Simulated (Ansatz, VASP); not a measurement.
# SiO2 in VASP and in Ansatz

```
CELL_PARAMETERS angstrom
4.36214 0.00000 0.00000
0.00000 4.36214 0.00000
0.00000 0.00000 2.94226
ATOMIC_POSITIONS crystal
Si 0.50000 0.50000 0.50000
Si 0.00000 0.00000 0.00000
O 0.69301 0.69301 0.00000
O 0.19301 0.80699 0.50000
O 0.30699 0.30699 0.00000
O 0.80699 0.19301 0.50000
```

Alike in both runs: task single point; functional PBE; k mesh 6 × 6 × 10; occupations gaussian, width 0.05 eV; no spin polarisation.

```csv
,VASP,Ansatz
version,VASP 6.6.1,Ansatz 0.2.0
potentials or method,"VASP PAW PBE potentials, release 64 (Si, O), cutoff 520 eV","scalar-relativistic, plane waves, PAW"
valence electrons in the cell,32,32
```

```csv
,VASP,Ansatz,Ansatz less VASP
gap on the k mesh at the Fermi level (eV),2.43,2.45,+0.023
least direct gap on the mesh (eV),2.43,2.45,+0.023
rms of the force components (eV/Å),0.081,0.084,+0.0033
```

Atom by atom the forces differ by 0.003 eV/Å (rms over components).
